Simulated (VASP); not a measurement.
# As (Pm-3m) in VASP: further runs

As is run at these levels: PBE+D3(BJ); tasks: single point, relaxation of cell and atoms.

All numbers are computed with VASP 6.6.1; they aren't measurements. Logs are shortened: lines on timing, memory, paths and dates and some standing lists are left out, and cuts for length are marked.

## 1. The cell of the first run

The structure is cubic, space group Pm-3m (No. 221). Conventional cell: a = 2.689 Å, b = 2.689 Å, c = 2.689 Å, α = 90.00°, β = 90.00°, γ = 90.00°. As (site symmetry m-3m) has 6 As at 2.69 Å within 3.5 Å.

## 2. Single point, PBE+D3(BJ)

INCAR

```
ALGO = Normal
EDIFF = 1E-7
ENCUT = 520
GGA = PE
ISIF = 2
ISMEAR = 0
IVDW = 12
LASPH = T
LCHARG = F
LREAL = F
LWAVE = F
NBANDS = 8
NELM = 60
PREC = Accurate
SIGMA = 0.1
```

KPOINTS

```
k-points
0
Gamma
  16 16 16
```

POSCAR

```
As
1.0
    2.6887842236      0.0000000000      0.0000000000
    0.0000000000      2.6887842236      0.0000000000
    0.0000000000      0.0000000000      2.6887842236
As
1
Direct
    0.5000000000      0.5000000000      0.5000000000
```

Potentials or basis: VASP PAW PBE potentials, release 64 (As).

Started as:

```
$ cat potpaw_PBE.64/As/POTCAR > POTCAR
$ mpirun -np 1 vasp_std > vasp.out
```

OUTCAR:

```text
EDIFF = 1E-7
   ENCUT = 520
   GGA = PE
   ISIF = 2
   ISMEAR = 0
   IVDW = 12
   LASPH = T
   LREAL = F
   NELM = 60
   PREC = Accurate
 IVDW          = 12

 ion  position               nearest neighbor table
   1  0.500  0.500  0.500-

  LATTYP: Found a simple cubic cell.
 ALAT       =     2.6887842236

  Lattice vectors:

 A1 = (   2.6887842236,   0.0000000000,   0.0000000000)
 A2 = (   0.0000000000,   2.6887842236,   0.0000000000)
 A3 = (   0.0000000000,   0.0000000000,   2.6887842236)

Analysis of symmetry for initial positions (statically):
=====================================================================
 Subroutine PRICEL returns:
 Original cell was already a primitive cell.

 Routine SETGRP: Setting up the symmetry group for a
 simple cubic supercell.

 Subroutine GETGRP returns: Found 48 space group operations
 (whereof 48 operations were pure point group operations)
 out of a pool of 48 trial point group operations.

The static configuration has the point symmetry O_h .

Analysis of symmetry for dynamics (positions and initial velocities):
=====================================================================
 Subroutine PRICEL returns:
 Original cell was already a primitive cell.

 Routine SETGRP: Setting up the symmetry group for a
 simple cubic supercell.

 Subroutine GETGRP returns: Found 48 space group operations
 (whereof 48 operations were pure point group operations)
 out of a pool of 48 trial point group operations.

The dynamic configuration has the point symmetry O_h .

 Subroutine INISYM returns: Found 48 space group operations
 (whereof 48 operations are pure point group operations),
 and found     1 'primitive' translations

----------------------------------------------------------------------------------------

                                     Primitive cell

  volume of cell :      19.4387

  direct lattice vectors                    reciprocal lattice vectors
     2.688784224  0.000000000  0.000000000     0.371915303  0.000000000  0.000000000
     0.000000000  2.688784224  0.000000000     0.000000000  0.371915303  0.000000000
     0.000000000  0.000000000  2.688784224     0.000000000  0.000000000  0.371915303

  length of vectors
     2.688784224  2.688784224  2.688784224     0.371915303  0.371915303  0.371915303

  position of ions in fractional coordinates (direct lattice)
     0.500000000  0.500000000  0.500000000

  ion indices of the primitive-cell ions
   primitive index   ion index
                 1           1

----------------------------------------------------------------------------------------

 KPOINTS: k-points

Automatic generation of k-mesh.
 Grid dimensions read from file:
 generate k-points for:   16   16   16

 Generating k-lattice:

  Cartesian coordinates                     Fractional coordinates (reciprocal lattice)
     0.023244706  0.000000000  0.000000000     0.062500000  0.000000000  0.000000000
     0.000000000  0.023244706  0.000000000     0.000000000  0.062500000  0.000000000
     0.000000000  0.000000000  0.023244706     0.000000000  0.000000000  0.062500000

  Length of vectors
     0.023244706  0.023244706  0.023244706

  Shift w.r.t. Gamma in fractional coordinates (k-lattice)
     0.000000000  0.000000000  0.000000000

 Subroutine IBZKPT returns following result:
 ===========================================

 Found    165 irreducible k-points:

 Following reciprocal coordinates:
            Coordinates               Weight
  0.000000  0.000000  0.000000      1.000000
  0.062500  0.000000  0.000000      6.000000
  0.125000  0.000000  0.000000      6.000000
  0.187500  0.000000  0.000000      6.000000
  0.250000  0.000000  0.000000      6.000000
  0.312500  0.000000  0.000000      6.000000
[... 16 lines left out ...]
  0.437500  0.125000  0.000000     24.000000
  0.500000  0.125000  0.000000     12.000000
 [... further k-points ...]
   k-points           NKPTS =    165   k-points in BZ     NKDIM =    165   number of bands    NBANDS=      8
   number of dos      NEDOS =    301   number of ions     NIONS =      1
   total plane-waves  NPLWV =   8000
   dimension x,y,z NGX =    20 NGY =   20 NGZ =   20
   dimension x,y,z NGXF=    40 NGYF=   40 NGZF=   40
   ions per type =               1
   NGX,Y,Z   is equivalent  to a cutoff of  12.37, 12.37, 12.37 a.u.
   NGXF,Y,Z  is equivalent  to a cutoff of  24.73, 24.73, 24.73 a.u.
 SYSTEM =  unknown system
   PREC   = accura    normal or accurate (medium, high low for compatibility)
   ISTART =      0    job   : 0-new  1-cont  2-samecut
   ICHARG =      2    charge: 1-file 2-atom 10-const
   ISPIN  =      1    spin polarized calculation?
   LNONCOLLINEAR =      F non collinear calculations
   LSORBIT =      F    spin-orbit coupling
   LASPH  =      T    aspherical Exc in radial PAW
   ENCUT  =  520.0 eV  38.22 Ry    6.18 a.u.   5.00  5.00  5.00*2*pi/ulx,y,z
   NELM   =     60;   NELMIN=  2; NELMDL= -5     # of ELM steps
   EDIFF  = 0.1E-06   stopping-criterion for ELM
   LREAL  =      F    real-space projection
   EDIFFG = 0.1E-05   stopping-criterion for IOM
   NSW    =      0    number of steps for IOM
   IBRION =     -1    ionic relax: 0-MD 1-quasi-New 2-CG
   NFREE  =      0    steps in history (QN), initial steepest desc. (CG)
   ISIF   =      2    stress and relaxation
   ISYM   =      2    0-nonsym 1-usesym 2-fastsym
   POTIM  = 0.5000    time-step for ionic-motion
   TEBEG  =    0.0;   TEEND  =   0.0 temperature during run
   PSTRESS=    0.0 pullay stress
   NELECT =       5.0000    total number of electrons
   NUPDOWN=      -1.0000    fix difference up-down
   EMIN   =  10.00;   EMAX   =-10.00  energy-range for DOS
   EFERMI =   0.00;   METHOD = LEGACY
   ISMEAR =     0;   SIGMA  =   0.10  broadening in eV -4-tet -1-fermi 0-gaus
   EFERMI_NEDOS =   21; number of points for ismear=-14 and -15
   IALGO  =     38    algorithm
   IMIX   =      4    mixing-type and parameters
     AMIX     =   0.40;   BMIX     =  1.00
     AMIX_MAG =   1.60;   BMIX_MAG =  1.00
  volume/ion in A,a.u.               =      19.44       131.18
  Fermi-wavevector in a.u.,A,eV,Ry     =   1.041139  1.967468 14.748324  1.083971
  Thomas-Fermi vector in A             =   2.175747
   LORBIT       =      0    0 simple, 1 ext, 2 COOP (PROOUT), +10 PAW based schemes
   GGA     = PE    functional components
   LHFCALC =     F    Hartree Fock is set to
   AEXX    =    0.0000 exact exchange contribution
   IVDW    =    12    specifies the selected vdW correction
   LEPSILON=     F    determine dielectric tensor
   LRPA    =     F    only Hartree local field effects (RPA)
 non-spin polarized calculation
 Gauss-broadening in eV      SIGMA  =   0.10
  energy-cutoff  :      520.00
  volume of cell :       19.44
 maximum number of plane-waves:       552
 NGX is ok and might be reduce to    20
   NGX =  9   NGY =  9   NGZ =  9

 number of electron       5.0000001 magnetization

 Free energy of the ion-electron system (eV)
  ---------------------------------------------------
  ext. energy  EPLUGINS =         0.00000000
  ---------------------------------------------------
  free energy    TOTEN  =        -4.54809591 eV

  energy without entropy =       -4.54703190  energy(sigma->0) =       -4.54756390

 E-fermi :   6.1396     XC(G=0): -10.5079

 val. band max:        6.1181064073   @ k =   0.1875   0.1875   0.1250
 cond. band min:       6.2804852609   @ k =   0.4375   0.2500   0.0000
 fundamental gap:      0.1623788536
 Fermi energy:         6.1395897383

 k-point     1 :       0.0000    0.0000    0.0000
  band No.  band energies     occupation
      1      -9.0069      2.00000
      2      10.3454      0.00000
      3      10.3454      0.00000
      4      10.3454      0.00000
      5      14.6371      0.00000
      6      14.6371      0.00000
      7      16.8265      0.00000
      8      31.2541      0.00000

 k-point     2 :       0.0625    0.0000    0.0000
  band No.  band energies     occupation
      1      -8.9337      2.00000
      2       9.3442      0.00000
      3      10.4104      0.00000
      4      10.4104      0.00000
      5      14.7023      0.00000
      6      15.3902      0.00000
      7      17.2673      0.00000
      8      30.0139      0.00000

 k-point     3 :       0.1250    0.0000    0.0000
  band No.  band energies     occupation
      1      -8.7153      2.00000
      2       7.4768      0.00000
      3      10.6021      0.00000
      4      10.6021      0.00000
      5      14.8962      0.00000
      6      16.1640      0.00000
      7      18.9258      0.00000
      8      28.1285      0.00000

 k-point     4 :       0.1875    0.0000    0.0000
  band No.  band energies     occupation
      1      -8.3565      2.00000
      2       5.5201      2.00000
      3      10.9096      0.00000
      4      10.9096      0.00000
      5      15.2132      0.00000
      6      16.6718      0.00000
      7      21.2452      0.00000
      8      26.2981      0.00000

 k-point     5 :       0.2500    0.0000    0.0000
  band No.  band energies     occupation
      1      -7.8677      2.00000
      2       3.6589      2.00000
      3      11.3114      0.00000
      4      11.3114      0.00000
      5      15.6409      0.00000
      6      17.2248      0.00000
      7      23.4103      0.00000
      8      24.6268      0.00000
[... 177 lines left out ...]
 k-point    22 :       0.3750    0.1250    0.0000
  band No.  band energies     occupation
      1      -6.3291      2.00000
      2       0.8032      2.00000
      3       9.5619      0.00000
      4      12.4724      0.00000
      5      17.3376      0.00000
      6      18.1634      0.00000
      7      21.5128      0.00000
      8      22.2625      0.00000

 k-point    23 :       0.4375    0.1250    0.0000
  band No.  band energies     occupation
      1      -5.7502      2.00000
      2      -0.2533      2.00000
      3       9.9834      0.00000
      4      12.8184      0.00000
      5      16.7765      0.00000
      6      18.5535      0.00000
      7      21.4888      0.00000
      8      21.8026      0.00000

 k-point    24 :       0.5000    0.1250    0.0000
  band No.  band energies     occupation
      1      -5.4957      2.00000
      2      -0.6675      2.00000
      3      10.1525      0.00000
      4      12.9515      0.00000
      5      16.5076      0.00000
      6      18.8066      0.00000
      7      21.2130      0.00000
      8      21.8145      0.00000

 [... further k-points ...]

------------------------ aborting loop because EDIFF is reached ----------------------------------------

 Edisp (eV)   -0.46570

 E8    (eV) :    -0.1970

  FORCE on cell =-STRESS in cart. coord.  units (eV):
  Direction    XX          YY          ZZ          XY          YZ          ZX
  --------------------------------------------------------------------------------------
  -------------------------------------------------------------------------------------
  Total       0.02559     0.02559     0.02559     0.00000     0.00000    -0.00000
  in kB       2.10946     2.10946     2.10946     0.00000     0.00000    -0.00000
  external pressure =        2.11 kB  Pullay stress =        0.00 kB

 VOLUME and BASIS-vectors are now :
 -----------------------------------------------------------------------------
  energy-cutoff  :      520.00
  volume of cell :       19.44
      direct lattice vectors                 reciprocal lattice vectors
     2.688784224  0.000000000  0.000000000     0.371915303  0.000000000  0.000000000
     0.000000000  2.688784224  0.000000000     0.000000000  0.371915303  0.000000000
     0.000000000  0.000000000  2.688784224     0.000000000  0.000000000  0.371915303

 POSITION                                       TOTAL-FORCE (eV/Angst)
 -----------------------------------------------------------------------------------
      1.34439      1.34439      1.34439         0.000000      0.000000      0.000000
 -----------------------------------------------------------------------------------
    total drift:                                0.000000     -0.000000      0.000000

  FREE ENERGIE OF THE ION-ELECTRON SYSTEM (eV)
  ---------------------------------------------------
  free  energy   TOTEN  =        -5.0137974045 eV

  energy  without entropy=       -5.0127333878  energy(sigma->0) =       -5.01326540
```

Wall time 6.4 s (1 thread of Intel Xeon 6975P-C (Granite Rapids), shared host); peak memory 0.14 GiB.

What came out:

```
Free energy                : -5.0138 eV
Pressure                   : 0.2 GPa
Dispersion energy per atom : -0.466 eV
```

Caveat: pairwise dispersion overbinds metals, which lowers pressure and volume.

(Continued in part 2 of 2.)
